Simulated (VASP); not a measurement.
# SiRu (P2_13) in VASP: notebook, part 2 of 2

VASP 6.6.1. Earlier steps stand in the parts before.

### Step 3. Single point, PBE

This run uses another cell than the first one, of 13.28 Å³/atom.

Input file INCAR:

```
SYSTEM = SiRu
PREC = Accurate
ENCUT = 500
EDIFF = 1E-6
ISMEAR = -1
SIGMA = 0.02
LREAL = .FALSE.
LASPH = .TRUE.
NELM = 120
ALGO = Normal
ISIF = 2
LWAVE = .FALSE.
LCHARG = .FALSE.
GGA = PE
NBANDS = 46
GGA_COMPAT = .FALSE.
```

Input file KPOINTS:

```
Automatic mesh
0
G
  6 6 6
  0 0 0
```

Input file POSCAR:

```
SiRu
1.0
    4.7358874392      0.0000000000      0.0000000000
    0.0000000000      4.7358874392      0.0000000000
    0.0000000000      0.0000000000      4.7358874392
Si Ru
4 4
Direct
    0.1624433200      0.3375566800      0.6624433200
    0.3375566800      0.6624433200      0.1624433200
    0.6624433200      0.1624433200      0.3375566800
    0.8375566800      0.8375566800      0.8375566800
    0.8707818181      0.6292181819      0.3707818181
    0.6292181819      0.3707818181      0.8707818181
    0.3707818181      0.8707818181      0.6292181819
    0.1292181819      0.1292181819      0.1292181819
```

Potentials or basis: VASP PAW PBE potentials, release 64 (Si, Ru_pv).

The run is started by

```
$ cat potpaw_PBE.64/Si/POTCAR potpaw_PBE.64/Ru_pv/POTCAR > POTCAR
$ mpirun -np 1 vasp_std > vasp.out
```

OUTCAR:

```text
SYSTEM = SiRu
   PREC = Accurate
   ENCUT = 500
   EDIFF = 1E-6
   ISMEAR = -1
   LREAL = .FALSE.
   LASPH = .TRUE.
   NELM = 120
   ISIF = 2
   GGA = PE

 ion  position               nearest neighbor table
   1  0.162  0.338  0.662-   5 2.39   6 2.43   7 2.43   8 2.43   7 2.72   8 2.72   6 2.72   2 2.94
                             2 2.94   3 2.94   4 2.94   3 2.94   4 2.94
   2  0.338  0.662  0.162-   6 2.39   5 2.43   7 2.43   8 2.43   5 2.72   7 2.72   8 2.72   1 2.94
                             1 2.94   3 2.94   3 2.94   4 2.94   4 2.94
   3  0.662  0.162  0.338-   7 2.39   6 2.43   5 2.43   8 2.43   6 2.72   5 2.72   8 2.72   1 2.94
                             4 2.94   2 2.94   2 2.94   1 2.94   4 2.94
   4  0.838  0.838  0.838-   8 2.39   6 2.43   7 2.43   5 2.43   6 2.72   5 2.72   7 2.72   2 2.94
                             3 2.94   1 2.94   3 2.94   1 2.94   2 2.94
   5  0.871  0.629  0.371-   1 2.39   2 2.43   3 2.43   4 2.43   3 2.72   4 2.72   2 2.72   7 2.90
                             7 2.90   6 2.90   8 2.90   8 2.90   6 2.90
   6  0.629  0.371  0.871-   2 2.39   1 2.43   3 2.43   4 2.43   1 2.72   3 2.72   4 2.72   8 2.90
                             8 2.90   5 2.90   5 2.90   7 2.90   7 2.90
   7  0.371  0.871  0.629-   3 2.39   2 2.43   1 2.43   4 2.43   2 2.72   1 2.72   4 2.72   5 2.90
                             5 2.90   6 2.90   6 2.90   8 2.90   8 2.90
   8  0.129  0.129  0.129-   4 2.39   2 2.43   3 2.43   1 2.43   2 2.72   1 2.72   3 2.72   6 2.90
                             6 2.90   7 2.90   7 2.90   5 2.90   5 2.90

  LATTYP: Found a simple cubic cell.
 ALAT       =     4.7358874392

  Lattice vectors:

 A1 = (   4.7358874392,   0.0000000000,   0.0000000000)
 A2 = (   0.0000000000,   4.7358874392,   0.0000000000)
 A3 = (   0.0000000000,   0.0000000000,   4.7358874392)

Analysis of symmetry for initial positions (statically):
=====================================================================
 Subroutine PRICEL returns:
 Original cell was already a primitive cell.

 Routine SETGRP: Setting up the symmetry group for a
 simple cubic supercell.

 Subroutine GETGRP returns: Found 12 space group operations
 (whereof  3 operations were pure point group operations)
 out of a pool of 48 trial point group operations.

The static configuration has the point symmetry C_3 .
 The point group associated with its full space group is T   .

Analysis of symmetry for dynamics (positions and initial velocities):
=====================================================================
 Subroutine PRICEL returns:
 Original cell was already a primitive cell.

 Routine SETGRP: Setting up the symmetry group for a
 simple cubic supercell.

 Subroutine GETGRP returns: Found 12 space group operations
 (whereof  3 operations were pure point group operations)
 out of a pool of 48 trial point group operations.

The dynamic configuration has the point symmetry C_3 .
 The point group associated with its full space group is T   .

 Subroutine INISYM returns: Found 12 space group operations
 (whereof  3 operations are pure point group operations),
 and found     1 'primitive' translations

----------------------------------------------------------------------------------------

                                     Primitive cell

  volume of cell :     106.2195

  direct lattice vectors                    reciprocal lattice vectors
     4.735887439  0.000000000  0.000000000     0.211153667  0.000000000  0.000000000
[... 79 lines left out ...]
   k-points           NKPTS =     24   k-points in BZ     NKDIM =     24   number of bands    NBANDS=     46
   number of dos      NEDOS =    301   number of ions     NIONS =      8
   total plane-waves  NPLWV =  46656
   dimension x,y,z NGX =    36 NGY =   36 NGZ =   36
   dimension x,y,z NGXF=    72 NGYF=   72 NGZF=   72
   ions per type =               4   4
   NGX,Y,Z   is equivalent  to a cutoff of  12.64, 12.64, 12.64 a.u.
   NGXF,Y,Z  is equivalent  to a cutoff of  25.27, 25.27, 25.27 a.u.
 SYSTEM =  SiRu
   PREC   = accura    normal or accurate (medium, high low for compatibility)
   ISTART =      0    job   : 0-new  1-cont  2-samecut
   ICHARG =      2    charge: 1-file 2-atom 10-const
   ISPIN  =      1    spin polarized calculation?
   LNONCOLLINEAR =      F non collinear calculations
   LSORBIT =      F    spin-orbit coupling
   LASPH  =      T    aspherical Exc in radial PAW
   ENCUT  =  500.0 eV  36.75 Ry    6.06 a.u.   8.63  8.63  8.63*2*pi/ulx,y,z
   NELM   =    120;   NELMIN=  2; NELMDL= -5     # of ELM steps
   EDIFF  = 0.1E-05   stopping-criterion for ELM
   LREAL  =      F    real-space projection
   EDIFFG = 0.1E-04   stopping-criterion for IOM
   NSW    =      0    number of steps for IOM
   IBRION =     -1    ionic relax: 0-MD 1-quasi-New 2-CG
   NFREE  =      0    steps in history (QN), initial steepest desc. (CG)
   ISIF   =      2    stress and relaxation
   ISYM   =      2    0-nonsym 1-usesym 2-fastsym
   POTIM  = 0.5000    time-step for ionic-motion
   TEBEG  =    0.0;   TEEND  =   0.0 temperature during run
   PSTRESS=    0.0 pullay stress
   NELECT =      72.0000    total number of electrons
   NUPDOWN=      -1.0000    fix difference up-down
   EMIN   =  10.00;   EMAX   =-10.00  energy-range for DOS
   EFERMI =   0.00;   METHOD = LEGACY
   ISMEAR =    -1;   SIGMA  =   0.02  broadening in eV -4-tet -1-fermi 0-gaus
   EFERMI_NEDOS =   21; number of points for ismear=-14 and -15
   IALGO  =     38    algorithm
   IMIX   =      4    mixing-type and parameters
     AMIX     =   0.40;   BMIX     =  1.00
     AMIX_MAG =   1.60;   BMIX_MAG =  1.00
  volume/ion in A,a.u.               =      13.28        89.60
  Fermi-wavevector in a.u.,A,eV,Ry     =   1.438084  2.717585 28.138017  2.068086
  Thomas-Fermi vector in A             =   2.557090
   LORBIT       =      0    0 simple, 1 ext, 2 COOP (PROOUT), +10 PAW based schemes
   GGA     = PE    functional components
   LHFCALC =     F    Hartree Fock is set to
   AEXX    =    0.0000 exact exchange contribution
   IVDW    =     0    specifies the selected vdW correction
   LEPSILON=     F    determine dielectric tensor
   LRPA    =     F    only Hartree local field effects (RPA)
 non-spin polarized calculation
  energy-cutoff  :      500.00
  volume of cell :      106.22
 maximum number of plane-waves:      2730
 NGX is ok and might be reduce to    36
   NGX = 17   NGY = 17   NGZ = 17

 number of electron      72.0000012 magnetization

 Free energy of the ion-electron system (eV)
  ---------------------------------------------------
  ext. energy  EPLUGINS =         0.00000000
  ---------------------------------------------------
  free energy    TOTEN  =       -63.68344809 eV

  energy without entropy =      -63.68334885  energy(sigma->0) =      -63.68339847

 E-fermi :  12.0687     XC(G=0): -12.8418

 val. band max:       11.9484747841   @ k =   0.1667   0.0000   0.0000
 cond. band min:      12.2108506959   @ k =  -0.1667   0.3333   0.0000
 fundamental gap:      0.2623759118
 Fermi energy:        12.0687152998

 k-point     1 :       0.0000    0.0000    0.0000
  band No.  band energies     occupation
      1     -30.9368      2.00000
      2     -30.9368      2.00000
      3     -30.9368      2.00000
      4     -30.7705      2.00000
      5     -30.7453      2.00000
      6     -30.7453      2.00000
[... 1165 lines left out ...]
     45      17.6821      0.00000
     46      17.6821      0.00000

------------------------ aborting loop because EDIFF is reached ----------------------------------------

  FORCE on cell =-STRESS in cart. coord.  units (eV):
  Direction    XX          YY          ZZ          XY          YZ          ZX
  --------------------------------------------------------------------------------------
  -------------------------------------------------------------------------------------
  Total        0.0133570      0.0133570      0.0133570      0.0000000     -0.0000000     -0.0000000
  in kB        0.2014720      0.2014720      0.2014720      0.0000000     -0.0000000     -0.0000000
  external PRESSURE =       0.2014720 kB  Pullay stress =       0.0000000 kB

 VOLUME and BASIS-vectors are now :
 -----------------------------------------------------------------------------
  energy-cutoff  :      500.00
  volume of cell :      106.22
      direct lattice vectors                 reciprocal lattice vectors
     4.735887439  0.000000000  0.000000000     0.211153667  0.000000000  0.000000000
     0.000000000  4.735887439  0.000000000     0.000000000  0.211153667  0.000000000
     0.000000000  0.000000000  4.735887439     0.000000000  0.000000000  0.211153667

 POSITION                                       TOTAL-FORCE (eV/Angst)
 -----------------------------------------------------------------------------------
      0.76931      1.59863      3.13726        -0.003462      0.003462     -0.003462
      1.59863      3.13726      0.76931         0.003462     -0.003462     -0.003462
      3.13726      0.76931      1.59863        -0.003462     -0.003462      0.003462
      3.96657      3.96657      3.96657         0.003462      0.003462      0.003462
      4.12392      2.97991      1.75598        -0.006390      0.006390     -0.006390
      2.97991      1.75598      4.12392         0.006390     -0.006390     -0.006390
      1.75598      4.12392      2.97991        -0.006390     -0.006390      0.006390
      0.61196      0.61196      0.61196         0.006390      0.006390      0.006390
 -----------------------------------------------------------------------------------
    total drift:                                0.000000      0.000000      0.000000

  FREE ENERGIE OF THE ION-ELECTRON SYSTEM (eV)
  ---------------------------------------------------
  free  energy   TOTEN  =       -63.6834480882 eV

  energy  without entropy=      -63.6833488544  energy(sigma->0) =      -63.68339847
```

Wall time 2.4 min (1 thread of Intel Xeon 8259CL, shared host); peak memory 0.25 GiB.

What came out:

- Free energy: -63.6834 eV
- Pressure: 0.0 GPa
- Largest force: 0.011 eV/Å
- Band gap on the k mesh: 0.26 eV (least direct gap 0.32 eV)

Forces on the atoms (eV/Å):
```
Si  -0.003  0.003 -0.003
Si   0.003 -0.003 -0.003
Si  -0.003 -0.003  0.003
Si   0.003  0.003  0.003
Ru  -0.006  0.006 -0.006
Ru   0.006 -0.006 -0.006
Ru  -0.006 -0.006  0.006
Ru   0.006  0.006  0.006
```

A k mesh can miss the band edges.

### Step 4. Single point, r2SCAN

Input file POSCAR:

```
SiRu
1.0
    4.7048235956      0.0000000000      0.0000000000
    0.0000000000      4.7048235956      0.0000000000
    0.0000000000      0.0000000000      4.7048235956
Si Ru
4 4
Direct
    0.1624240174      0.3375759826      0.6624240174
    0.3375759826      0.6624240174      0.1624240174
    0.6624240174      0.1624240174      0.3375759826
    0.8375759826      0.8375759826      0.8375759826
    0.8705990389      0.6294009611      0.3705990389
    0.6294009611      0.3705990389      0.8705990389
    0.3705990389      0.8705990389      0.6294009611
    0.1294009611      0.1294009611      0.1294009611
```

Input file INCAR.step1:

```
SYSTEM = SiRu
  PREC = Accurate
  ENCUT = 550
  ISMEAR = -1
  SIGMA = 0.02
  LREAL = .False.
  LASPH = .True.
  NELM = 120
  NBANDS = 46
  GGA = PE
  ALGO = Normal
  EDIFF = 1E-5
  LWAVE = .True.
  LCHARG = .False.
  GGA_COMPAT = .False.
```

Input file INCAR.step2:

```
SYSTEM = SiRu
  PREC = Accurate
  ENCUT = 550
  EDIFF = 1E-6
  ISMEAR = -1
  SIGMA = 0.02
  LREAL = .False.
  LASPH = .True.
  NELM = 120
  ALGO = Normal
  ISIF = 2
  LWAVE = .False.
  LCHARG = .False.
  METAGGA = R2SCAN
  LMIXTAU = .True.
  NBANDS = 46
  ISTART = 1
  GGA_COMPAT = .False.
```

Input file KPOINTS:

```
regular mesh
0
Gamma
  6 6 6
  0 0 0
```

The run is started by

```
$ cat potpaw_PBE.64/Si/POTCAR potpaw_PBE.64/Ru_pv/POTCAR > POTCAR
$ cp INCAR.step1 INCAR
$ mpirun -np 1 vasp_std > vasp.out
$ cp INCAR.step2 INCAR
$ mpirun -np 1 vasp_std > vasp.out
```

Run time: 7.5 min. Hardware: 1 thread of Intel Xeon 8259CL, shared host; peak memory 0.27 GiB.

Results (log left out):

```yaml
Free_energy: -142.0309 eV
Pressure: 0.7 GPa
Largest_force: 0.022 eV/Å
Band_gap_on_the_k_mesh: 0.35 eV (least direct gap 0.41 eV)
```

Forces on the atoms (eV/Å):
```
Si  -0.006  0.006 -0.006
Si   0.006 -0.006 -0.006
Si  -0.006 -0.006  0.006
Si   0.006  0.006  0.006
Ru  -0.013  0.013 -0.013
Ru   0.013 -0.013 -0.013
Ru  -0.013 -0.013  0.013
Ru   0.013  0.013  0.013
```

Levels at points of the mesh, in eV from the valence-band top:
```tsv
k point	band 32	band 33	band 34	band 35	band 36	band 37	band 38	band 39	band 40	band 41
(0.00, 0.00, 0.00)	-0.50	-0.50	-0.50	-0.33	-0.33	1.21	1.21	1.21	3.48	3.48
(0.50, 0.00, 0.00)	-2.17	-0.94	-0.94	-0.11	-0.11	0.42	0.42	2.54	2.54	3.08
(0.50, 0.50, 0.00)	-2.16	-1.72	-1.72	-0.88	-0.88	1.18	1.18	1.74	1.74	3.62
(0.50, 0.50, 0.50)	-1.54	-1.12	-1.12	-1.12	-1.12	0.86	0.86	0.86	0.86	4.70
```

Caveat: the PAW data sets were made with another functional, which shifts forces and pressure a little. A k mesh can miss the band edges.

### Step 5. Single point, r2SCAN

POSCAR is that of step 4.

Input file INCAR.step1:

```
SYSTEM = SiRu
ALGO     = Normal         ! electronic algorithm
EDIFF    = 1E-5           ! SCF threshold, eV
ENCUT    = 550            ! plane-wave cutoff, eV
GGA      = PE             ! functional
GGA_COMPAT= .False.      
ISMEAR   = 0              ! smearing method
LASPH    = .True.         ! aspherical terms in the spheres
LCHARG   = .False.        ! write CHGCAR
LREAL    = .False.        ! projectors in reciprocal space
LWAVE    = .True.         ! write WAVECAR
NBANDS   = 46             ! bands
NELM     = 120            ! most SCF steps
PREC     = Accurate       ! precision mode
SIGMA    = 0.01           ! smearing width, eV
```

Input file INCAR.step2:

```
SYSTEM = SiRu
ALGO     = Normal         ! electronic algorithm
EDIFF    = 1E-6           ! SCF threshold, eV
ENCUT    = 550            ! plane-wave cutoff, eV
GGA_COMPAT= .False.      
ISIF     = 2              ! what is computed and relaxed
ISMEAR   = 0              ! smearing method
ISTART   = 1            
LASPH    = .True.         ! aspherical terms in the spheres
LCHARG   = .True.         ! write CHGCAR
LELF     = .True.         ! ELF
LMIXTAU  = .True.       
LREAL    = .False.        ! projectors in reciprocal space
LVHAR    = .True.       
LWAVE    = .False.        ! write WAVECAR
METAGGA  = R2SCAN         ! meta-GGA
NBANDS   = 46             ! bands
NELM     = 120            ! most SCF steps
PREC     = Accurate       ! precision mode
SIGMA    = 0.01           ! smearing width, eV
```

Input file KPOINTS:

```
k-points
0
Gamma
  6 6 6
  0 0 0
```

The run is started by

```
$ cat potpaw_PBE.64/Si/POTCAR potpaw_PBE.64/Ru_pv/POTCAR > POTCAR
$ cp INCAR.step1 INCAR
$ mpirun -np 1 vasp_std > vasp.out
$ cp INCAR.step2 INCAR
$ mpirun -np 1 vasp_std > vasp.out
```

Run time: 7.1 min. Hardware: 1 thread of Intel Xeon 8259CL, shared host; peak memory 0.27 GiB.

The run converged. Its results:

| Item | Value |
| --- | --- |
| Free energy | -142.0309 eV |
| Pressure | 0.7 GPa |
| Largest force | 0.022 eV/Å |
| Band gap on the k mesh | 0.35 eV (least direct gap 0.41 eV) |

Forces on the atoms (eV/Å):
```
Si  -0.006  0.006 -0.006
Si   0.006 -0.006 -0.006
Si  -0.006 -0.006  0.006
Si   0.006  0.006  0.006
Ru  -0.013  0.013 -0.013
Ru   0.013 -0.013 -0.013
Ru  -0.013 -0.013  0.013
Ru   0.013  0.013  0.013
```

Levels at points of the mesh, in eV from the valence-band top:
```tsv
k point	band 33	band 34	band 35	band 36	band 37	band 38	band 39	band 40
(0.00, 0.00, 0.00)	-0.50	-0.50	-0.33	-0.33	1.21	1.21	1.21	3.48
(0.50, 0.00, 0.00)	-0.94	-0.94	-0.11	-0.11	0.42	0.42	2.54	2.54
(0.50, 0.50, 0.00)	-1.72	-1.72	-0.88	-0.88	1.18	1.18	1.74	1.74
(0.50, 0.50, 0.50)	-1.12	-1.12	-1.12	-1.12	0.86	0.86	0.86	0.86
```

Caveat: the PAW data sets were made with another functional, which shifts forces and pressure a little.

### Step 6. Overview

```tsv
level	cell	cutoff (eV)	smearing	gap on the mesh (eV)	pressure (GPa)	largest force (eV/Å)
PBE	a = 4.705 Å, 8 atoms	500	fermi-dirac 0.02 eV	0.27	5.0	0.13
PBE	a = 4.736 Å, 8 atoms	500	fermi-dirac 0.02 eV	0.26	0.0	0.01
r2SCAN	a = 4.705 Å, 8 atoms	550	fermi-dirac 0.02 eV	0.35	0.7	0.02
r2SCAN	a = 4.705 Å, 8 atoms	550	gaussian 0.01 eV	0.35	0.7	0.02
```

Alike in all rows: task single point; potentials or basis VASP PAW PBE potentials, release 64 (Si, Ru_pv); no spin polarisation; k mesh 6 × 6 × 6.

On the cell as given the gap runs from 0.27 eV (PBE) to 0.35 eV (r2SCAN). The pressure there spans 0.7 GPa (r2SCAN) to 5.0 GPa (PBE); a positive pressure means that this level wants a larger cell, a negative one a smaller.

Caveats: the PAW data sets were made with another functional, which shifts forces and pressure a little (at least some runs); the cell stands under pressure (at least some runs).

Absolute energies hang on the potentials; compare differences alone.
